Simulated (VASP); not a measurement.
Crystal: Tc.

```
Tc
1.0
     2.74000    0.00000    0.00000
    -1.37000    2.37291    0.00000
     0.00000    0.00000    4.39800
Tc
2
Direct
  0.33333 0.66667 0.25000
  0.66667 0.33333 0.75000
```

Base run:

```yaml
Program: VASP 6.6.1
Functional: PBE
Potentials_or_basis: VASP PAW PBE potentials, release 64 (Tc_pv)
Cutoff: 520 eV
k_mesh: 24 × 24 × 13
Occupations: fermi-dirac, width 0.08 eV
Spin: no spin polarisation
```

Its results: band gap on the k mesh zero (bands 13 and 14 overlap by 3.28 eV); pressure 2.4 GPa.

**Question.** The run is repeated on the same cell with these changes: k mesh from 24 × 24 × 13 to 5 × 5 × 3. What comes out?

**Answer.** Band gap on the k mesh zero (bands 13 and 14 overlap by 2.09 eV); pressure 1.1 GPa.

Caveats: some runs use coarse meshes.
